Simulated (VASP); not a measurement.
# Sb (Im-3m) in VASP: further runs, part 2 of 2

VASP 6.6.1.

### 4 Relaxation of cell and atoms, HF

The input, POSCAR:

```
Sb
1.0
   -1.8713408863      1.8713408863      1.8713408863
    1.8713408863     -1.8713408863      1.8713408863
    1.8713408863      1.8713408863     -1.8713408863
Sb
1
Direct
    0.0000000000      0.0000000000      0.0000000000
```

The input, INCAR.step1:

```
SYSTEM = Sb
PREC = Accurate
ENCUT = 600
EDIFF = 1E-5
ISMEAR = -1
SIGMA = 0.05
LREAL = .FALSE.
LASPH = .TRUE.
NELM = 60
ALGO = Normal
LWAVE = .TRUE.
LCHARG = .FALSE.
GGA = PE
NBANDS = 8
```

The input, INCAR.step2:

```
SYSTEM = Sb
PREC = Accurate
ENCUT = 600
EDIFF = 1E-7
ISMEAR = -1
SIGMA = 0.05
LREAL = .FALSE.
LASPH = .TRUE.
NELM = 60
ALGO = Normal
ISIF = 3
LWAVE = .FALSE.
LCHARG = .FALSE.
GGA = PE
LHFCALC = .TRUE.
AEXX = 1.0
ALDAC = 0.0
AGGAC = 0.0
PRECFOCK = Normal
IBRION = 2
NSW = 60
EDIFFG = -0.01
ISTART = 1
```

The input, KPOINTS:

```
regular mesh
0
G
  5 5 5
  0 0 0
```

Potentials or basis: VASP PAW PBE potentials, release 64 (Sb).

Run with:

```sh
$ cat potpaw_PBE.64/Sb/POTCAR > POTCAR
$ cp INCAR.step1 INCAR
$ mpirun -np 1 vasp_std > vasp.out
$ cp INCAR.step2 INCAR
$ mpirun -np 1 vasp_std > vasp.out
```

OUTCAR:

```text
SYSTEM = Sb
   PREC = Accurate
   ENCUT = 600
   EDIFF = 1E-7
   ISMEAR = -1
   LREAL = .FALSE.
   LASPH = .TRUE.
   NELM = 60
   ISIF = 3
   GGA = PE
   LHFCALC = .TRUE.
   AEXX = 1.0
   PRECFOCK = Normal
   IBRION = 2
   NSW = 60
   EDIFFG = -0.01
   ISTART = 1

 ion  position               nearest neighbor table
   1  0.000  0.000  0.000-

  LATTYP: Found a body centered cubic cell.
 ALAT       =     3.7426817726

  Lattice vectors:

 A1 = (  -1.8713408863,   1.8713408863,   1.8713408863)
 A2 = (   1.8713408863,  -1.8713408863,   1.8713408863)
 A3 = (   1.8713408863,   1.8713408863,  -1.8713408863)

Analysis of symmetry for initial positions (statically):
=====================================================================
 Subroutine PRICEL returns:
 Original cell was already a primitive cell.

 Routine SETGRP: Setting up the symmetry group for a
 body centered cubic supercell.

 Subroutine GETGRP returns: Found 48 space group operations
 (whereof 48 operations were pure point group operations)
 out of a pool of 48 trial point group operations.

The static configuration has the point symmetry O_h .

Analysis of symmetry for dynamics (positions and initial velocities):
[... 130 lines left out ...]
   IVDW    =     0    specifies the selected vdW correction
   LEPSILON=     F    determine dielectric tensor
   LRPA    =     F    only Hartree local field effects (RPA)
 conjugate gradient relaxation of ions
 non-spin polarized calculation
  energy-cutoff  :      600.00
  volume of cell :       26.21
 maximum number of plane-waves:       887
 NGX is ok and might be reduce to    28
  NGX = 20; NGY = 20; NGZ = 20

--------------------------------------- Ionic step        1  -------------------------------------------

 number of electron       5.0000000 magnetization

 Free energy of the ion-electron system (eV)
  ---------------------------------------------------
  ext. energy  EPLUGINS =         0.00000000
  ---------------------------------------------------
  free energy    TOTEN  =       -27.77490539 eV

  energy without entropy =      -27.76692942  energy(sigma->0) =      -27.77091740

 E-fermi :   4.4313     XC(G=0):   0.0000

 val. band max:        1.6395882722   @ k =   0.2000   0.2000   0.0000
 cond. band min:       4.5196830736   @ k =   0.2000   0.2000   0.0000
 fundamental gap:      2.8800948014
 Fermi energy:         4.4312999193

 k-point     1 :       0.0000    0.0000    0.0000
  band No.  band energies     occupation
      1      -9.1021      2.00000
      2       9.2537      0.00000
      3       9.2537      0.00000
      4       9.2537      0.00000
      5      25.9288      0.00000
      6      26.4362      0.00000
[... 288 lines left out ...]
--------------------------------------- Ionic step        7  -------------------------------------------

 number of electron       5.0000000 magnetization

 Free energy of the ion-electron system (eV)
  ---------------------------------------------------
  ext. energy  EPLUGINS =         0.00000000
  ---------------------------------------------------
  free energy    TOTEN  =       -29.23256817 eV

  energy without entropy =      -29.22459224  energy(sigma->0) =      -29.22858020

 E-fermi :  12.0648     XC(G=0):   0.0000

 val. band max:        8.4122466658   @ k =   0.2000   0.2000   0.0000
 cond. band min:      12.1531589003   @ k =   0.2000   0.2000   0.0000
 fundamental gap:      3.7409122344
 Fermi energy:        12.0647757992

 k-point     1 :       0.0000    0.0000    0.0000
  band No.  band energies     occupation
      1      -7.5534      2.00000
      2      19.0825      0.00000
      3      19.0825      0.00000
      4      19.0825      0.00000
      5      35.5692      0.00000
      6      35.5692      0.00000
[... 107 lines left out ...]
  FREE ENERGIE OF THE ION-ELECTRON SYSTEM (eV)
  ---------------------------------------------------
  free  energy   TOTEN  =       -29.2325681710 eV

  energy  without entropy=      -29.2245922377  energy(sigma->0) =      -29.22858020

 reached required accuracy - stopping structural energy minimisation
```

OSZICAR.step1:

```text
N       E                     dE             d eps       ncg     rms          rms(c)
DAV:   1     0.547690797158E+01    0.54769E+01   -0.17412E+03   160   0.452E+02
DAV:   2    -0.379591183392E+01   -0.92728E+01   -0.90815E+01   232   0.560E+01
DAV:   3    -0.388146906651E+01   -0.85557E-01   -0.83463E-01   192   0.594E+00
DAV:   4    -0.388180327645E+01   -0.33421E-03   -0.33417E-03   216   0.461E-01
DAV:   5    -0.388180401085E+01   -0.73440E-06   -0.73533E-06   224   0.168E-02    0.183E+00
DAV:   6    -0.387890372505E+01    0.29003E-02   -0.21770E-03   184   0.245E-01    0.105E+00
DAV:   7    -0.387747543010E+01    0.14283E-02   -0.45868E-03   184   0.353E-01    0.649E-02
DAV:   8    -0.387749993825E+01   -0.24508E-04   -0.75126E-05   168   0.655E-02    0.531E-03
DAV:   9    -0.387750050887E+01   -0.57062E-06   -0.83252E-07   192   0.690E-03
   1 F= -.38775005E+01 E0= -.38644407E+01  d E =-.261197E-01
```

It took 18 min on 1 thread of AMD EPYC 9R45 (Zen 5), shared host; peak memory 0.16 GiB.

What came out:

- Free energy: -29.2326 eV
- Relaxed volume: 16.57 Å³/atom
- Relaxed cell: a = 2.782 Å, b = 2.782 Å, c = 2.782 Å, α = 109.47°, β = 109.47°, γ = 109.47°
- Space group after relaxing (to 0.05 Å): Im-3m (No. 229)
- Energy gained by relaxing: 1457.7 meV/atom
- Ionic steps: 7
- Pressure after relaxing: 0.0 GPa

Step by step:
```
step  energy change (eV)  largest force (eV/Å)  pressure (GPa)  volume (Å³)
   1              0.0000                0.0000          -28.71        26.21
   2              0.0043                0.0000          141.74        12.13
   3             -1.4477                0.0000           -6.15        17.07
   4             -1.4562                0.0000           -2.43        16.75
   5             -1.4577                0.0000            0.12        16.56
   6             -1.4576                0.0000           -0.25        16.59
   7             -1.4577                0.0000            0.01        16.57
```

Final structure:
```cif
data_structure
_symmetry_space_group_name_H-M 'P 1'
_symmetry_Int_Tables_number 1
_cell_length_a 2.7815
_cell_length_b 2.7815
_cell_length_c 2.7815
_cell_angle_alpha 109.471
_cell_angle_beta 109.471
_cell_angle_gamma 109.471
_cell_volume 16.57
loop_
_atom_site_label
_atom_site_type_symbol
_atom_site_fract_x
_atom_site_fract_y
_atom_site_fract_z
_atom_site_occupancy
Sb1 Sb 0.00000 0.00000 0.00000 1
```

Caveat: the k points lie up to 0.55 Å⁻¹ apart in the final cell; the volume moved by over 15 % at a fixed basis, so the end points are rough; the PAW data sets were made with another functional, which shifts forces and pressure a little; spin-orbit coupling is left out, which moves the levels of the heavy elements.

### 5 Overview

| level | share of exact exchange | screening parameter | gap on the mesh (eV) | pressure (GPa) | relaxed volume (Å³/atom) |
| --- | --- | --- | --- | --- | --- |
| PBE-based screened hybrid | 0.25 | 0.3 1/Å | none | 0.0 | 25.61 |
| PBEsol-based screened hybrid | 0.25 | 0.207 1/Å | none | 0.0 | 24.83 |
| HF | - | - | none | 0.0 | 16.57 |

Alike in all rows: task relaxation of cell and atoms; potentials or basis VASP PAW PBE potentials, release 64 (Sb); no spin polarisation; cell relaxed; k mesh 5 × 5 × 5; cutoff (eV) 600; smearing fermi-dirac 0.05 eV.

Caveats: all runs use coarse meshes; the PAW data sets were made with another functional, which shifts forces and pressure a little; spin-orbit coupling is left out, which moves the levels of the heavy elements; the volume moved by over 15 % at a fixed basis, so the end points are rough (some runs).

Absolute energies hang on the potentials; compare differences alone.
